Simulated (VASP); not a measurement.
# CuO in VASP: notebook

Runs on CuO. Level: PBE+U. Tasks: relaxation of shape and atoms at fixed volume, single point.

Program: VASP 6.6.1. These are calculated values, not measurements. Logs are shortened: lines on timing, memory, paths and dates and some standing lists are left out, and cuts for length are marked.

## Step 1: The cell of the first run

The typed cell holds 4 atoms: a = 2.958 Å, b = 2.958 Å, c = 5.154 Å, α = 90.04°, β = 90.04°, γ = 88.27°.

## Step 2: Relaxation of shape and atoms at fixed volume, PBE+U, collinear spin, ferromagnetic start (11.27 Å³/atom)

File INCAR:

```
PREC = Accurate
ENCUT = 600
EDIFF = 1E-6
ISMEAR = 0
SIGMA = 0.05
LREAL = F
LASPH = T
NELM = 150
ALGO = Normal
ISIF = 4
LWAVE = F
LCHARG = F
ISPIN = 2
MAGMOM = 0.63 0.63 0.35 0.35
LORBIT = 11
LMAXMIX = 4
LDAU = T
LDAUTYPE = 2
LDAUL = 2 -1
LDAUU = 4 0
LDAUJ = 0 0
LDAUPRINT = 1
GGA = PE
IBRION = 2
NSW = 60
EDIFFG = -0.04
```

File KPOINTS:

```
regular mesh
0
Gamma
  8 8 4
```

File POSCAR:

```
CuO
1.0
    2.1166735690     -2.0599083770      0.1667447452
    2.1166735690      2.0599083770      0.1667447452
   -0.4096454833      0.0000000000      5.1378100173
Cu O
2 2
Direct
    0.0000000000      0.5000000000      0.0000000000
    0.5000000000      0.0000000000      0.5000000000
    0.5002234331      0.4997765669      0.2500000000
    0.4997765669      0.5002234331      0.7500000000
```

Potentials or basis: VASP PAW PBE potentials, release 64 (Cu, O).

The run is started by

```
$ cat potpaw_PBE.64/Cu/POTCAR potpaw_PBE.64/O/POTCAR > POTCAR
$ mpirun -np 1 vasp_std > vasp.out
```

OUTCAR:

```text
PREC = Accurate
   ENCUT = 600
   EDIFF = 1E-6
   ISMEAR = 0
   LREAL = F
   LASPH = T
   NELM = 150
   ISIF = 4
   ISPIN = 2
   LORBIT = 11
   GGA = PE
   IBRION = 2
   NSW = 60
   EDIFFG = -0.04

 ion  position               nearest neighbor table
   1  0.000  0.500  0.000-   3 1.96   4 1.96   4 1.96   3 1.96
   2  0.500  0.000  0.500-   4 1.96   3 1.96   4 1.96   3 1.96
   3  0.500  0.500  0.250-   2 1.96   1 1.96   2 1.96   1 1.96
   4  0.500  0.500  0.750-   1 1.96   2 1.96   2 1.96   1 1.96

  LATTYP: Found a base centered monoclinic cell.
 ALAT       =     4.2464624373
 B/A-ratio  =     0.9701761913
 C/A-ratio  =     1.2137432164
 COS(beta)  =    -0.0009487879

  Lattice vectors:

 A1 = (   2.1166735690,  -2.0599083770,   0.1667447452)
 A2 = (   2.1166735690,   2.0599083770,   0.1667447452)
 A3 = (  -0.4096454833,   0.0000000000,   5.1378100173)

Analysis of symmetry for initial positions (statically):
=====================================================================
 Subroutine PRICEL returns:
 Original cell was already a primitive cell.

 Routine SETGRP: Setting up the symmetry group for a
 base centered monoclinic supercell.

 Subroutine GETGRP returns: Found  4 space group operations
 (whereof  2 operations were pure point group operations)
 out of a pool of  4 trial point group operations.

The static configuration has the point symmetry S_2 .
 The point group associated with its full space group is C_2h.

Analysis of symmetry for dynamics (positions and initial velocities):
=====================================================================
 Subroutine PRICEL returns:
 Original cell was already a primitive cell.

 Routine SETGRP: Setting up the symmetry group for a
 base centered monoclinic supercell.

 Subroutine GETGRP returns: Found  4 space group operations
 (whereof  2 operations were pure point group operations)
 out of a pool of  4 trial point group operations.

The dynamic configuration has the point symmetry S_2 .
 The point group associated with its full space group is C_2h.

Analysis of structural, dynamic, and magnetic symmetry:
=====================================================================
 Subroutine PRICEL returns:
 Original cell was already a primitive cell.

 Routine SETGRP: Setting up the symmetry group for a
 base centered monoclinic supercell.

 Subroutine GETGRP returns: Found  4 space group operations
 (whereof  2 operations were pure point group operations)
 out of a pool of  4 trial point group operations.

The overall configuration has the point symmetry S_2 .
 The point group associated with its full space group is C_2h.

 Subroutine INISYM returns: Found  4 space group operations
 (whereof  2 operations are pure point group operations),
 and found     1 'primitive' translations

----------------------------------------------------------------------------------------

                                     Primitive cell

  volume of cell :      45.0847

  direct lattice vectors                    reciprocal lattice vectors
     2.116673569 -2.059908377  0.166744745     0.234745268 -0.242729243  0.018716601
     2.116673569  2.059908377  0.166744745     0.234745268  0.242729243  0.018716601
    -0.409645483  0.000000000  5.137810017    -0.015237052  0.000000000  0.193420583

  length of vectors
     2.958265257  2.958265257  5.154114977     0.338190978  0.338190978  0.194019818

  position of ions in fractional coordinates (direct lattice)
     0.000000000  0.500000000  0.000000000
     0.500000000  0.000000000  0.500000000
[... 131 lines left out ...]
  ---------------------------------------------------
  free energy    TOTEN  =       -17.24529982 eV

  energy without entropy =      -17.24475301  energy(sigma->0) =      -17.24502641

------------------------ aborting loop because EDIFF is reached ----------------------------------------

  FORCE on cell =-STRESS in cart. coord.  units (eV):
  Direction    XX          YY          ZZ          XY          YZ          ZX
  --------------------------------------------------------------------------------------
  -------------------------------------------------------------------------------------
  Total       -0.7265836     -0.6430232      0.1729857      0.0000000      0.0000000     -0.0662226
  in kB      -25.8206449    -22.8511530      6.1474033      0.0000000      0.0000000     -2.3533563
  external PRESSURE =     -14.1747982 kB  Pullay stress =       0.0000000 kB
[... 57 lines left out ...]
  FREE ENERGIE OF THE ION-ELECTRON SYSTEM (eV)
  ---------------------------------------------------
  free  energy   TOTEN  =       -17.2493320378 eV

  energy  without entropy=      -17.2488229696  energy(sigma->0) =      -17.24907750

atom =   1  type =  1  l = 2

 onsite density matrix

spin component  1

  0.9539 -0.0034  0.0126  0.0003  0.0002
 -0.0034  0.9962 -0.0024 -0.0250  0.0020
  0.0126 -0.0024  0.9728  0.0034 -0.0005
  0.0003 -0.0250  0.0034  0.9974 -0.0019
  0.0002  0.0020 -0.0005 -0.0019  0.9734

spin component  2

  0.9450  0.0191  0.0118 -0.0232  0.0020
  0.0191  0.7025  0.0382  0.2696 -0.0218
  0.0118  0.0382  0.9616 -0.0382  0.0029
 -0.0232  0.2696 -0.0382  0.6888  0.0223
  0.0020 -0.0218  0.0029  0.0223  0.9625

 occupancies and eigenvectors

  o =  0.4172  v =  0.0000  0.0000  0.0000  0.0000  0.0000  0.0544 -0.6924  0.0975  0.7105 -0.0575      0.0000  0.0000  0.0000  0.0000  0.0000  0.0000  0.0000  0.0000  0.0000  0.0000
  o =  0.9386  v =  0.0000  0.0000  0.0000  0.0000  0.0000  0.8811  0.0704 -0.4631  0.0636 -0.0133      0.0000  0.0000  0.0000  0.0000  0.0000  0.0000  0.0000  0.0000  0.0000  0.0000
  o =  0.9473  v =  0.8911  0.0713 -0.4438  0.0607 -0.0153  0.0000  0.0000  0.0000  0.0000  0.0000      0.0000  0.0000  0.0000  0.0000  0.0000  0.0000  0.0000  0.0000  0.0000  0.0000
  o =  0.9643  v =  0.0000  0.0000  0.0000  0.0000  0.0000 -0.0143  0.0011 -0.0090 -0.0773 -0.9969      0.0000  0.0000  0.0000  0.0000  0.0000  0.0000  0.0000  0.0000  0.0000  0.0000
  o =  0.9655  v =  0.0000  0.0000  0.0000  0.0000  0.0000 -0.0573  0.7171  0.0957  0.6859 -0.0525      0.0000  0.0000  0.0000  0.0000  0.0000  0.0000  0.0000  0.0000  0.0000  0.0000
  o =  0.9720  v = -0.0572  0.7155  0.0961  0.6874 -0.0547  0.0000  0.0000  0.0000  0.0000  0.0000      0.0000  0.0000  0.0000  0.0000  0.0000  0.0000  0.0000  0.0000  0.0000  0.0000
  o =  0.9732  v =  0.0169  0.0006  0.0104  0.0786  0.9967  0.0000  0.0000  0.0000  0.0000  0.0000      0.0000  0.0000  0.0000  0.0000  0.0000  0.0000  0.0000  0.0000  0.0000  0.0000
  o =  0.9747  v =  0.0000  0.0000  0.0000  0.0000  0.0000  0.4661  0.0360  0.8757 -0.1212 -0.0052      0.0000  0.0000  0.0000  0.0000  0.0000  0.0000  0.0000  0.0000  0.0000  0.0000
  o =  0.9786  v =  0.4465  0.0344  0.8856 -0.1231 -0.0071  0.0000  0.0000  0.0000  0.0000  0.0000      0.0000  0.0000  0.0000  0.0000  0.0000  0.0000  0.0000  0.0000  0.0000  0.0000
  o =  1.0225  v =  0.0548 -0.6941  0.0974  0.7088 -0.0574  0.0000  0.0000  0.0000  0.0000  0.0000      0.0000  0.0000  0.0000  0.0000  0.0000  0.0000  0.0000  0.0000  0.0000  0.0000

atom =   2  type =  1  l = 2

 onsite density matrix

spin component  1

  0.9539 -0.0034 -0.0126 -0.0003 -0.0002
 -0.0034  0.9962  0.0024  0.0250 -0.0020
 -0.0126  0.0024  0.9728  0.0034 -0.0005
 -0.0003  0.0250  0.0034  0.9974 -0.0019
 -0.0002 -0.0020 -0.0005 -0.0019  0.9734

spin component  2

  0.9450  0.0191 -0.0118  0.0232 -0.0020
  0.0191  0.7025 -0.0382 -0.2696  0.0218
 -0.0118 -0.0382  0.9616 -0.0382  0.0029
  0.0232 -0.2696 -0.0382  0.6888  0.0223
 -0.0020  0.0218  0.0029  0.0223  0.9625

 occupancies and eigenvectors

  o =  0.4172  v =  0.0000  0.0000  0.0000  0.0000  0.0000 -0.0544  0.6924  0.0975  0.7105 -0.0575      0.0000  0.0000  0.0000  0.0000  0.0000  0.0000  0.0000  0.0000  0.0000  0.0000
  o =  0.9386  v =  0.0000  0.0000  0.0000  0.0000  0.0000  0.8811  0.0704  0.4631 -0.0636  0.0133      0.0000  0.0000  0.0000  0.0000  0.0000  0.0000  0.0000  0.0000  0.0000  0.0000
  o =  0.9473  v =  0.8911  0.0713  0.4438 -0.0607  0.0153  0.0000  0.0000  0.0000  0.0000  0.0000      0.0000  0.0000  0.0000  0.0000  0.0000  0.0000  0.0000  0.0000  0.0000  0.0000
  o =  0.9643  v =  0.0000  0.0000  0.0000  0.0000  0.0000  0.0143 -0.0011 -0.0090 -0.0773 -0.9969      0.0000  0.0000  0.0000  0.0000  0.0000  0.0000  0.0000  0.0000  0.0000  0.0000
  o =  0.9655  v =  0.0000  0.0000  0.0000  0.0000  0.0000  0.0573 -0.7171  0.0957  0.6859 -0.0525      0.0000  0.0000  0.0000  0.0000  0.0000  0.0000  0.0000  0.0000  0.0000  0.0000
  o =  0.9720  v =  0.0572 -0.7155  0.0961  0.6874 -0.0547  0.0000  0.0000  0.0000  0.0000  0.0000      0.0000  0.0000  0.0000  0.0000  0.0000  0.0000  0.0000  0.0000  0.0000  0.0000
  o =  0.9732  v = -0.0169 -0.0006  0.0104  0.0786  0.9967  0.0000  0.0000  0.0000  0.0000  0.0000      0.0000  0.0000  0.0000  0.0000  0.0000  0.0000  0.0000  0.0000  0.0000  0.0000
  o =  0.9747  v =  0.0000  0.0000  0.0000  0.0000  0.0000  0.4661  0.0360 -0.8757  0.1212  0.0052      0.0000  0.0000  0.0000  0.0000  0.0000  0.0000  0.0000  0.0000  0.0000  0.0000
  o =  0.9786  v =  0.4465  0.0344 -0.8856  0.1231  0.0071  0.0000  0.0000  0.0000  0.0000  0.0000      0.0000  0.0000  0.0000  0.0000  0.0000  0.0000  0.0000  0.0000  0.0000  0.0000
  o =  1.0225  v = -0.0548  0.6941  0.0974  0.7088 -0.0574  0.0000  0.0000  0.0000  0.0000  0.0000      0.0000  0.0000  0.0000  0.0000  0.0000  0.0000  0.0000  0.0000  0.0000  0.0000

--------------------------------------- Ionic step        3  -------------------------------------------

 number of electron      34.0000018 magnetization       1.9509291

 Free energy of the ion-electron system (eV)
  ---------------------------------------------------
  ext. energy  EPLUGINS =         0.00000000
  ---------------------------------------------------
  free energy    TOTEN  =       -17.24979140 eV

  energy without entropy =      -17.24930618  energy(sigma->0) =      -17.24954879

 E-fermi :   4.4353     XC(G=0): -11.1611

 val. band max:        4.4220104581   @ k =  -0.3750   0.3750   0.0000
 cond. band min:       4.4536600346   @ k =  -0.3750   0.3750   0.0000
 fundamental gap:      0.0316495765
 Fermi energy:         4.4352680559

 spin component 1

 k-point     1 :       0.0000    0.0000    0.0000
  band No.  band energies     occupation
      1     -14.9329      1.00000
      2     -13.6700      1.00000
      3      -3.6516      1.00000
      4      -2.4442      1.00000
      5      -2.3956      1.00000
      6      -0.6135      1.00000
[... 1226 lines left out ...]
  FREE ENERGIE OF THE ION-ELECTRON SYSTEM (eV)
  ---------------------------------------------------
  free  energy   TOTEN  =       -17.2497914043 eV

  energy  without entropy=      -17.2493061831  energy(sigma->0) =      -17.24954879

 reached required accuracy - stopping structural energy minimisation

 total charge

# of ion       s       p       d       tot
------------------------------------------
    1        0.381   0.374   9.133   9.889
    2        0.381   0.374   9.133   9.889
    3        1.554   3.422   0.000   4.976
    4        1.554   3.422   0.000   4.976
--------------------------------------------------
tot          3.871   7.593  18.267  29.730

 magnetization (x)

# of ion       s       p       d       tot
------------------------------------------
    1       -0.006   0.002   0.634   0.629
    2       -0.006   0.002   0.634   0.629
    3        0.020   0.286   0.000   0.306
    4        0.020   0.286   0.000   0.306
--------------------------------------------------
tot          0.028   0.576   1.267   1.871
```

Run time: 2.5 min. Hardware: 1 thread of Intel Xeon 6975P-C (Granite Rapids), shared host; peak memory 0.27 GiB.

Results:

```yaml
Free_energy: -17.2498 eV
Energy_gained_by_relaxing: 1.1 meV/atom
Ionic_steps: 3
Pressure_after_relaxing: -2.3 GPa
Net_moment: 1.95 μB per cell
Site_moments: Cu +0.63; O +0.31 μB
Valence_electrons_inside_the_program's_atomic_spheres: Cu 9.89; O 4.98
```

The path:
```
step  energy change (eV)  largest force (eV/Å)  pressure (GPa)  volume (Å³)
   1              0.0000                0.0012           -1.42        45.08
   2             -0.0040                0.0000           -1.84        45.08
   3             -0.0045                0.0005           -2.28        45.08
```

Final structure:
```
Cu O
1.0
     2.10434   -2.05112    0.16596
     2.10434    2.05112    0.16596
    -0.41318    0.00000    5.19010
Cu O
2 2
Direct
  0.00000 0.50000 0.00000
  0.50000 0.00000 0.50000
  0.50024 0.49976 0.25000
  0.49976 0.50024 0.75000
```

Levels at points of the mesh, in eV from the Fermi level:
Spin up:
```tsv
k point	band 16	band 17	band 18	band 19	band 20	band 21
(0.00, 0.00, 0.00)	-2.20	-0.34	-0.28	1.24	6.36	7.17
(0.50, 0.00, 0.00)	-2.01	-0.71	-0.47	3.94	5.92	6.61
(0.50, 0.50, 0.00)	-2.42	-2.36	0.16	2.55	7.45	9.53
(0.00, 0.00, 0.50)	-2.11	-0.92	-0.92	3.40	3.40	11.66
(0.50, 0.00, 0.50)	-2.47	-1.45	-0.31	4.62	5.86	8.50
(0.50, 0.50, 0.50)	-2.65	-1.94	-1.94	4.25	4.25	10.45
```
Spin down:
```csv
k point,band 12,band 13,band 14,band 15,band 16,band 17,band 18,band 19,band 20,band 21
"(0.00, 0.00, 0.00)",-3.08,-2.98,-2.52,-2.51,-1.59,1.49,1.69,1.77,6.46,7.49
"(0.50, 0.00, 0.00)",-3.64,-3.15,-2.50,-2.41,-1.46,1.43,1.65,3.95,6.22,6.80
"(0.50, 0.50, 0.00)",-3.58,-3.58,-3.45,-1.89,-1.82,-0.20,2.33,2.50,7.38,9.70
"(0.00, 0.00, 0.50)",-3.58,-3.04,-3.04,-1.58,-1.58,1.30,1.30,3.69,3.69,11.82
"(0.50, 0.00, 0.50)",-3.60,-3.12,-2.88,-2.38,-1.93,0.82,1.69,4.74,6.14,8.69
"(0.50, 0.50, 0.50)",-3.75,-2.38,-2.38,-2.11,-2.11,0.78,0.78,4.22,4.22,10.72
```

Eigenvalues of the final occupation matrices:
```
    site  spin  trace               eigenvalues
site 1 d     1   4.89  0.95 0.97 0.97 0.98 1.02
site 1 d     2   4.26  0.42 0.94 0.96 0.97 0.97
site 2 d     1   4.89  0.95 0.97 0.97 0.98 1.02
site 2 d     2   4.26  0.42 0.94 0.96 0.97 0.97
```

The state reached can hang on the start; a lower one may exist.

[end of part 1 of 3]
